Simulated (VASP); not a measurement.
# W (P6_3/mmc) in VASP: a series of runs

The runs below take W through relaxation of cell and atoms, with PBEsol.

Everything below comes from runs of VASP 6.6.1. Logs are shortened: lines on timing, memory, paths and dates and some standing lists are left out, and cuts for length are marked.

**1. The cell of the first run**

Symmetry: P6_3/mmc, No. 194, hexagonal system. The conventional cell has a = 3.567 Å, b = 3.567 Å, c = 5.885 Å, α = 90.00°, β = 90.00°, γ = 120.00°. Within 2.9 Å of W (site symmetry 3m) lie 4 W at 2.19 to 2.21 Å.

This isn't the form of W at room conditions, which is bcc.

**2. Relaxation of cell and atoms, PBEsol**

Input file INCAR:

```
SYSTEM = W
PREC     = Accurate       ! precision mode
ENCUT    = 600            ! plane-wave cutoff, eV
EDIFF    = 1E-6           ! SCF threshold, eV
ISMEAR   = 0              ! smearing method
SIGMA    = 0.1            ! smearing width, eV
LREAL    = .FALSE.        ! projectors in reciprocal space
LASPH    = .TRUE.         ! aspherical terms in the spheres
NELM     = 100            ! most SCF steps
ALGO     = Normal         ! electronic algorithm
ISIF     = 3              ! what is computed and relaxed
LWAVE    = .FALSE.        ! write WAVECAR
LCHARG   = .FALSE.        ! write CHGCAR
GGA      = PS             ! functional
IBRION   = 2              ! ionic algorithm
NSW      = 90             ! ionic steps
EDIFFG   = -0.04          ! ionic threshold
```

Input file KPOINTS:

```
regular mesh
0
G
  6 6 4
  0 0 0
```

Input file POSCAR:

```
W
1.0
    3.5666650252      0.0000000000      0.0000000000
   -1.7833325126      3.0888225186      0.0000000000
    0.0000000000      0.0000000000      5.8849972916
W
4
Direct
    0.3333333333      0.6666666667      0.4375000000
    0.6666666667      0.3333333333      0.9375000000
    0.6666666667      0.3333333333      0.5625000000
    0.3333333333      0.6666666667      0.0625000000
```

Potentials or basis: VASP PAW PBE potentials, release 64 (W_sv).

Launch:

```
$ cat potpaw_PBE.64/W_sv/POTCAR > POTCAR
$ mpirun -np 1 vasp_std > vasp.out
```

OUTCAR:

```text
SYSTEM = W
   PREC = Accurate
   ENCUT = 600
   EDIFF = 1E-6
   ISMEAR = 0
   LREAL = .FALSE.
   LASPH = .TRUE.
   NELM = 100
   ISIF = 3
   GGA = PS
   IBRION = 2
   NSW = 90
   EDIFFG = -0.04

 ion  position               nearest neighbor table
   1  0.333  0.667  0.438-   3 2.19   3 2.19   3 2.19   4 2.21
   2  0.667  0.333  0.938-   4 2.19   4 2.19   4 2.19   3 2.21
   3  0.667  0.333  0.562-   1 2.19   1 2.19   1 2.19   2 2.21
   4  0.333  0.667  0.062-   2 2.19   2 2.19   2 2.19   1 2.21

  LATTYP: Found a hexagonal cell.
 ALAT       =     3.5666650252
 C/A-ratio  =     1.6500000000

  Lattice vectors:

 A1 = (   3.5666650252,   0.0000000000,   0.0000000000)
 A2 = (  -1.7833325126,   3.0888225186,   0.0000000000)
 A3 = (   0.0000000000,   0.0000000000,   5.8849972916)

Analysis of symmetry for initial positions (statically):
=====================================================================
 Subroutine PRICEL returns:
 Original cell was already a primitive cell.

 Routine SETGRP: Setting up the symmetry group for a
 hexagonal supercell.

 Subroutine GETGRP returns: Found 24 space group operations
 (whereof 12 operations were pure point group operations)
 out of a pool of 24 trial point group operations.

The static configuration has the point symmetry D_3d.
 The point group associated with its full space group is D_6h.

Analysis of symmetry for dynamics (positions and initial velocities):
=====================================================================
 Subroutine PRICEL returns:
 Original cell was already a primitive cell.

 Routine SETGRP: Setting up the symmetry group for a
 hexagonal supercell.

 Subroutine GETGRP returns: Found 24 space group operations
 (whereof 12 operations were pure point group operations)
 out of a pool of 24 trial point group operations.

The dynamic configuration has the point symmetry D_3d.
 The point group associated with its full space group is D_6h.

 Subroutine INISYM returns: Found 24 space group operations
 (whereof 12 operations are pure point group operations),
 and found     1 'primitive' translations

----------------------------------------------------------------------------------------

                                     Primitive cell

  volume of cell :      64.8338

  direct lattice vectors                    reciprocal lattice vectors
     3.566665025  0.000000000  0.000000000     0.280373961  0.161873982  0.000000000
    -1.783332513  3.088822519  0.000000000     0.000000000  0.323747963  0.000000000
     0.000000000  0.000000000  5.884997292     0.000000000  0.000000000  0.169923613

  length of vectors
     3.566665025  3.566665025  5.884997292     0.323747963  0.323747963  0.169923613

  position of ions in fractional coordinates (direct lattice)
     0.333333333  0.666666667  0.437500000
     0.666666667  0.333333333  0.937500000
     0.666666667  0.333333333  0.562500000
     0.333333333  0.666666667  0.062500000

  ion indices of the primitive-cell ions
   primitive index   ion index
                 1           1
                 2           2
                 3           3
                 4           4

----------------------------------------------------------------------------------------

 KPOINTS: regular mesh

Automatic generation of k-mesh.
 Grid dimensions read from file:
 generate k-points for:    6    6    4

 Generating k-lattice:

  Cartesian coordinates                     Fractional coordinates (reciprocal lattice)
     0.046728993  0.026978997  0.000000000     0.166666667 -0.000000000  0.000000000
     0.000000000  0.053957994  0.000000000     0.000000000  0.166666667  0.000000000
     0.000000000  0.000000000  0.042480903     0.000000000  0.000000000  0.250000000

  Length of vectors
     0.053957994  0.053957994  0.042480903

  Shift w.r.t. Gamma in fractional coordinates (k-lattice)
     0.000000000  0.000000000  0.000000000

 Subroutine IBZKPT returns following result:
 ===========================================

 Found     21 irreducible k-points:

 Following reciprocal coordinates:
            Coordinates               Weight
  0.000000  0.000000  0.000000      1.000000
  0.166667  0.000000  0.000000      6.000000
  0.333333  0.000000  0.000000      6.000000
  0.500000  0.000000  0.000000      3.000000
  0.166667  0.166667  0.000000      6.000000
  0.333333  0.166667  0.000000     12.000000
[... 13 lines left out ...]
  0.333333  0.166667  0.500000     12.000000
  0.333333  0.333333  0.500000      2.000000
   k-points           NKPTS =     21   k-points in BZ     NKDIM =     21   number of bands    NBANDS=     33
   number of dos      NEDOS =    301   number of ions     NIONS =      4
   total plane-waves  NPLWV =  37632
   dimension x,y,z NGX =    28 NGY =   28 NGZ =   48
   dimension x,y,z NGXF=    56 NGYF=   56 NGZF=   96
   ions per type =               4
   NGX,Y,Z   is equivalent  to a cutoff of  13.05, 13.05, 13.56 a.u.
   NGXF,Y,Z  is equivalent  to a cutoff of  26.10, 26.10, 27.12 a.u.
 SYSTEM =  W
   PREC   = accura    normal or accurate (medium, high low for compatibility)
   ISTART =      0    job   : 0-new  1-cont  2-samecut
   ICHARG =      2    charge: 1-file 2-atom 10-const
   ISPIN  =      1    spin polarized calculation?
   LNONCOLLINEAR =      F non collinear calculations
   LSORBIT =      F    spin-orbit coupling
   LASPH  =      T    aspherical Exc in radial PAW
   ENCUT  =  600.0 eV  44.10 Ry    6.64 a.u.   7.12  7.12 11.75*2*pi/ulx,y,z
   NELM   =    100;   NELMIN=  2; NELMDL= -5     # of ELM steps
   EDIFF  = 0.1E-05   stopping-criterion for ELM
   LREAL  =      F    real-space projection
   EDIFFG = -.4E-01   stopping-criterion for IOM
   NSW    =     90    number of steps for IOM
   IBRION =      2    ionic relax: 0-MD 1-quasi-New 2-CG
   NFREE  =      1    steps in history (QN), initial steepest desc. (CG)
   ISIF   =      3    stress and relaxation
   ISYM   =      2    0-nonsym 1-usesym 2-fastsym
   POTIM  = 0.5000    time-step for ionic-motion
   TEBEG  =    0.0;   TEEND  =   0.0 temperature during run
   PSTRESS=    0.0 pullay stress
   NELECT =      56.0000    total number of electrons
   NUPDOWN=      -1.0000    fix difference up-down
   EMIN   =  10.00;   EMAX   =-10.00  energy-range for DOS
   EFERMI =   0.00;   METHOD = LEGACY
   ISMEAR =     0;   SIGMA  =   0.10  broadening in eV -4-tet -1-fermi 0-gaus
   EFERMI_NEDOS =   21; number of points for ismear=-14 and -15
   IALGO  =     38    algorithm
   IMIX   =      4    mixing-type and parameters
     AMIX     =   0.40;   BMIX     =  1.00
     AMIX_MAG =   1.60;   BMIX_MAG =  1.00
  volume/ion in A,a.u.               =      16.21       109.38
  Fermi-wavevector in a.u.,A,eV,Ry     =   1.559087  2.946247 33.072389  2.430752
  Thomas-Fermi vector in A             =   2.662497
   LORBIT       =      0    0 simple, 1 ext, 2 COOP (PROOUT), +10 PAW based schemes
   GGA     = PS    functional components
   LHFCALC =     F    Hartree Fock is set to
   AEXX    =    0.0000 exact exchange contribution
   IVDW    =     0    specifies the selected vdW correction
   LEPSILON=     F    determine dielectric tensor
   LRPA    =     F    only Hartree local field effects (RPA)
 conjugate gradient relaxation of ions
 non-spin polarized calculation
 Gauss-broadening in eV      SIGMA  =   0.10
  energy-cutoff  :      600.00
  volume of cell :       64.83
 maximum number of plane-waves:      2208
   NGX = 15   NGY = 15   NGZ = 23

--------------------------------------- Ionic step        1  -------------------------------------------

 number of electron      56.0000007 magnetization

 Free energy of the ion-electron system (eV)
  ---------------------------------------------------
  ext. energy  EPLUGINS =         0.00000000
  ---------------------------------------------------
  free energy    TOTEN  =       -36.47340679 eV

  energy without entropy =      -36.45905615  energy(sigma->0) =      -36.46623147

------------------------ aborting loop because EDIFF is reached ----------------------------------------

  FORCE on cell =-STRESS in cart. coord.  units (eV):
  Direction    XX          YY          ZZ          XY          YZ          ZX
  --------------------------------------------------------------------------------------
  -------------------------------------------------------------------------------------
  Total       45.2032347     45.2032347     45.5800346      0.0000000     -0.0000000      0.0000000
  in kB     1117.0652725   1117.0652725   1126.3767777      0.0000000     -0.0000000      0.0000000
  external PRESSURE =    1120.1691076 kB  Pullay stress =       0.0000000 kB
[... 23 lines left out ...]
  energy  without entropy=      -36.4590561492  energy(sigma->0) =      -36.46623147

--------------------------------------- Ionic step        2  -------------------------------------------

 number of electron      55.9999993 magnetization

 E-fermi :  -0.3232     XC(G=0):  -7.1063

 val. band max:       -0.3426854621   @ k =   0.3333   0.1667   0.0000
 cond. band min:      -0.3051485292   @ k =   0.1667   0.1667   0.0000
 fundamental gap:      0.0375369329
 Fermi energy:        -0.3232233275

 k-point     1 :       0.0000    0.0000    0.0000
  band No.  band energies     occupation
      1     -74.6728      2.00000
      2     -74.6700      2.00000
      3     -74.6684      2.00000
      4     -74.6654      2.00000
      5     -38.8193      2.00000
      6     -38.8193      2.00000
[... 814 lines left out ...]
  FREE ENERGIE OF THE ION-ELECTRON SYSTEM (eV)
  ---------------------------------------------------
  free  energy   TOTEN  =       -43.5908134603 eV

  energy  without entropy=      -43.5629871490  energy(sigma->0) =      -43.57690030

 E-fermi :   9.6960     XC(G=0): -13.1050

 val. band max:        9.6405117252   @ k =   0.3333   0.1667   0.5000
 cond. band min:       9.7028463258   @ k =   0.1667   0.0000   0.0000
 fundamental gap:      0.0623346006
 Fermi energy:         9.6959584869

 k-point     1 :       0.0000    0.0000    0.0000
  band No.  band energies     occupation
      1     -63.9557      2.00000
      2     -63.9106      2.00000
      3     -63.7640      2.00000
      4     -63.7175      2.00000
      5     -29.0449      2.00000
      6     -28.4765      2.00000
[... 745 lines left out ...]
     32      11.5054      0.00000
     33      13.0038      0.00000

[... ionic steps 4 to 40 ...]

--------------------------------------- Ionic step       41  -------------------------------------------

 number of electron      55.9999932 magnetization

------------------------ aborting loop because EDIFF is reached ----------------------------------------

  FORCE on cell =-STRESS in cart. coord.  units (eV):
  Direction    XX          YY          ZZ          XY          YZ          ZX
  --------------------------------------------------------------------------------------
  -------------------------------------------------------------------------------------
  Total        0.2491119      0.2491119     -0.2102656      0.0000000      0.0000000      0.0000000
  in kB        6.0654591      6.0654591     -5.1196174      0.0000000      0.0000000      0.0000000
  external PRESSURE =       2.3371003 kB  Pullay stress =       0.0000000 kB
[... 61 lines left out ...]
  energy  without entropy=      -51.3998467440  energy(sigma->0) =      -51.40898222

--------------------------------------- Ionic step       43  -------------------------------------------

 number of electron      55.9999947 magnetization

 Free energy of the ion-electron system (eV)
  ---------------------------------------------------
  ext. energy  EPLUGINS =         0.00000000
  ---------------------------------------------------
  free energy    TOTEN  =       -51.41859346 eV

  energy without entropy =      -51.40116422  energy(sigma->0) =      -51.40987884

 E-fermi :  10.6952     XC(G=0): -13.4830

 val. band max:       10.6813418654   @ k =   0.5000   0.0000   0.5000
 cond. band min:      10.7328052319   @ k =   0.3333   0.3333   0.2500
 fundamental gap:      0.0514633665
 Fermi energy:        10.6952354589

 k-point     1 :       0.0000    0.0000    0.0000
  band No.  band energies     occupation
      1     -63.2786      2.00000
      2     -63.2287      2.00000
      3     -63.2270      2.00000
      4     -63.1763      2.00000
      5     -28.2037      2.00000
      6     -27.6372      2.00000
[... 776 lines left out ...]
  FREE ENERGIE OF THE ION-ELECTRON SYSTEM (eV)
  ---------------------------------------------------
  free  energy   TOTEN  =       -51.4185934637 eV

  energy  without entropy=      -51.4011642151  energy(sigma->0) =      -51.40987884

 reached required accuracy - stopping structural energy minimisation
```

It took 16 min on 1 thread of Intel Xeon Platinum 8375C at 2.90GHz (Ice Lake), shared host; peak memory 0.21 GiB.

What came out:

* Free energy: -51.4186 eV
* Relaxed volume: 16.47 Å³/atom
* Relaxed cell: a = 2.756 Å, b = 2.756 Å, c = 10.015 Å, α = 90.00°, β = 90.00°, γ = 120.00°
* Space group after relaxing (to 0.1 Å): P6_3/mmc (No. 194)
* Pressure after relaxing: -0.1 GPa
* Largest force after relaxing: 0.027 eV/Å
* Band gap on the k mesh: zero (bands 28 and 29 overlap by 1.53 eV)

Forces on the atoms (eV/Å):
```
W    0.000  0.000 -0.027
W    0.000  0.000 -0.027
W    0.000  0.000  0.027
W    0.000  0.000  0.027
```

Final structure:
```
W
1.0
     2.75599    0.00000    0.00000
    -1.37800    2.38676    0.00000
     0.00000    0.00000   10.01481
W
4
Direct
  0.33333 0.66667 0.38137
  0.66667 0.33333 0.88137
  0.66667 0.33333 0.61863
  0.33333 0.66667 0.11863
```

Caveat: a cell axis changed by over 15 % at a fixed basis, so the end point is rough; the PAW data sets were made with another functional, which shifts forces and pressure a little; spin-orbit coupling is left out, which moves the levels of the heavy elements.

(Continued in part 2 of 2.)
